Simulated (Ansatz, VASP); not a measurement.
# Two plane-wave programs on BaTiO3

The input POSCAR:

```
BaTiO3
1.0
    3.9940965204      0.0000000000      0.0000000000
    0.0000000000      3.9940965204      0.0000000000
    0.0000000000      0.0000000000      3.9940965204
Ba Ti O
1 1 3
Direct
    0.0000000000      0.0000000000      0.0000000000
    0.5000000000      0.5000000000      0.5000000000
    0.5000000000      0.5000000000      0.0000000000
    0.5000000000      0.0000000000      0.5000000000
    0.0000000000      0.5000000000      0.5000000000
```

INCAR.step1

```
PREC     = Accurate       # precision mode
ENCUT    = 520            # plane-wave cutoff, eV
ISMEAR   = 0              # smearing method
SIGMA    = 0.01           # smearing width, eV
LREAL    = False          # projectors in reciprocal space
LASPH    = True           # aspherical terms in the spheres
NELM     = 60             # most SCF steps
NBANDS   = 28             # bands
GGA      = PE             # functional
ALGO     = Normal         # electronic algorithm
EDIFF    = 1E-4           # SCF threshold, eV
LWAVE    = True           # write WAVECAR
LCHARG   = False          # write CHGCAR
```

Contents of INCAR.step2:

```
PREC     = Accurate       # precision mode
ENCUT    = 520            # plane-wave cutoff, eV
EDIFF    = 1E-6           # SCF threshold, eV
ISMEAR   = 0              # smearing method
SIGMA    = 0.01           # smearing width, eV
LREAL    = False          # projectors in reciprocal space
LASPH    = True           # aspherical terms in the spheres
NELM     = 60             # most SCF steps
ALGO     = Normal         # electronic algorithm
ISIF     = 2              # what is computed and relaxed
LWAVE    = False          # write WAVECAR
LCHARG   = False          # write CHGCAR
METAGGA  = R2SCAN         # meta-GGA
LMIXTAU  = True         
NBANDS   = 28             # bands
ISTART   = 1
```

The input KPOINTS:

```
Automatic mesh
0
Gamma
  6 6 6
```

Input for Ansatz:

```yaml
crystal:
  lattice:
    - [3.9940965204, 0.0, 0.0]
    - [0.0, 3.9940965204, 0.0]
    - [0.0, 0.0, 3.9940965204]
  atoms:
    - { symbol: Ba, position: [0.0, 0.0, 0.0] }
    - { symbol: Ti, position: [0.5, 0.5, 0.5] }
    - { symbol: O, position: [0.5, 0.5, 0.0] }
    - { symbol: O, position: [0.5, 0.0, 0.5] }
    - { symbol: O, position: [0.0, 0.5, 0.5] }
kpoints:
  mp_grid: { grid: [6, 6, 6] }
hamiltonian:
  xc: r2scan
scf:
  occupations: { method: fixed }
output:
  optics:
    e_range: [0, 14]
    de: 0.05
    sigma: 0.1
    bands: { spectra_wanted_up_to: 14 }
  write_density: true
  write_potential: true
  elf: true
  volumetric_format: npy
```

Alike in both runs: task single point; functional r2SCAN; k mesh 6 × 6 × 6; no spin polarisation.

```csv
,VASP,Ansatz
version,VASP 6.6.1,Ansatz 0.2.0
potentials or method,"VASP PAW PBE potentials, release 64 (Ba_sv, Ti_sv, O)","plane waves, PAW"
plane-wave cutoff (eV),520,500
occupations,"gaussian, width 0.01 eV",fixed
valence electrons in the cell,40,40
```

|  | VASP | Ansatz | Ansatz less VASP |
| --- | --- | --- | --- |
| gap on the k mesh at the Fermi level (eV) | 2.15 | 2.17 | +0.023 |

VASP's potentials were made for PBE, not for r2SCAN.

Spin-orbit coupling is off throughout.
